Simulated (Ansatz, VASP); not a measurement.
**C in VASP and in Ansatz**

```
C
1.0
     0.00000    1.74072    1.69929
     1.74072    0.00000    1.69929
     1.74072    1.74072    0.00000
C
2
Direct
  0.50000 0.50000 0.50000
  0.75000 0.75000 0.75000
```

Alike in both runs: task single point; functional PBE; k mesh 12 × 12 × 12; occupations gaussian, width 0.05 eV; no spin polarisation.

```csv
,VASP,Ansatz
version,VASP 6.6.1,Ansatz 0.2.0
potentials or method,"VASP PAW PBE potentials, release 64 (C), cutoff 520 eV","scalar-relativistic, plane waves, PAW"
valence electrons in the cell,8,8
```

|  | VASP | Ansatz | Ansatz less VASP |
| --- | --- | --- | --- |
| gap on the k mesh at the Fermi level (eV) | 3.73 | 3.74 | +0.010 |
| least direct gap on the mesh (eV) | 5.40 | 5.41 | +0.004 |
